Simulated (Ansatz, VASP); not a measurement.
**One calculation of Au, two programs**

Contents of INCAR:

```
SYSTEM = Au
ALGO     = Normal         ! electronic algorithm
EDIFF    = 1E-6           ! SCF threshold, eV
ENCUT    = 520            ! plane-wave cutoff, eV
GGA      = PS             ! functional
ISIF     = 2              ! what is computed and relaxed
ISMEAR   = -1             ! smearing method
LASPH    = .True.         ! aspherical terms in the spheres
LCHARG   = .True.         ! write CHGCAR
LELF     = .True.         ! ELF
LREAL    = .False.        ! projectors in reciprocal space
LVHAR    = .True.       
LWAVE    = .False.        ! write WAVECAR
NBANDS   = 24             ! bands
NELM     = 100            ! most SCF steps
PREC     = Accurate       ! precision mode
SIGMA    = 0.1            ! smearing width, eV
```

File KPOINTS:

```
k-points
0
Gamma
  9 9 13
  0 0 0
```

The input POSCAR:

```
Au
1.0
    4.7132001495      0.0000000000      0.0000000000
   -2.3566000748      4.0817510626      0.0000000000
    0.0000000000      0.0000000000      2.8166945018
Au
3
Direct
    0.0000000000      1.0000000000      0.0000000000
    0.3333333333      0.6666666667      0.5000000000
    0.6666666667      0.3333333333      0.5000000000
```

Input for Ansatz:

```yaml
crystal:
  lattice:
    - [4.7132001495, 0.0, 0.0]
    - [-2.3566000748, 4.0817510626, 0.0]
    - [0.0, 0.0, 2.8166945018]
  atoms:
    - { symbol: Au, position: [0.0, 1.0, 0.0] }
    - { symbol: Au, position: [0.3333333333, 0.6666666667, 0.5] }
    - { symbol: Au, position: [0.6666666667, 0.3333333333, 0.5] }
hamiltonian:
  xc: pbesol
  pseudopotentials:
    kind: paw
    azcp:
      Au: "pseudopotentials/Au.paw.azcp"
basis:
  ecutwfc: 420
  fft_grid_basis: typed
kpoints:
  mp_grid: { grid: [9, 9, 13], shift: [0, 0, 0] }
magnetization:
  spin_polarized: false
scf:
  occupations: { method: fermi_dirac, width: 0.1 }
  lower_state_search: "off"
output:
  stress: true
```

Alike in both runs: task single point; functional PBEsol; k mesh 9 × 9 × 13; occupations fermi-dirac, width 0.1 eV; no spin polarisation.

```csv
,VASP,Ansatz
version,VASP 6.6.1,Ansatz 0.2.0
potentials or method,"VASP PAW PBE potentials, release 64 (Au), cutoff 520 eV","plane waves (420 eV) with PAW, scalar-relativistic"
valence electrons in the cell,33,57
```

|  | VASP | Ansatz | Ansatz less VASP |
| --- | --- | --- | --- |
| pressure (GPa) | -6.1 | -5.8 | +0.24 |
| traceless stress, the component that is largest in VASP (GPa) | -0.48 | -0.49 | -0.008 |

VASP's potentials were made for PBE, not for PBEsol, and Ansatz warns of the same on its side. With one functional, cell and mesh, what is left measures potentials, basis and numerics. VASP's potentials hold 33 valence electrons a cell and Ansatz's 57, so a difference there can come from the potentials and not from the codes.

Spin-orbit coupling is off throughout.
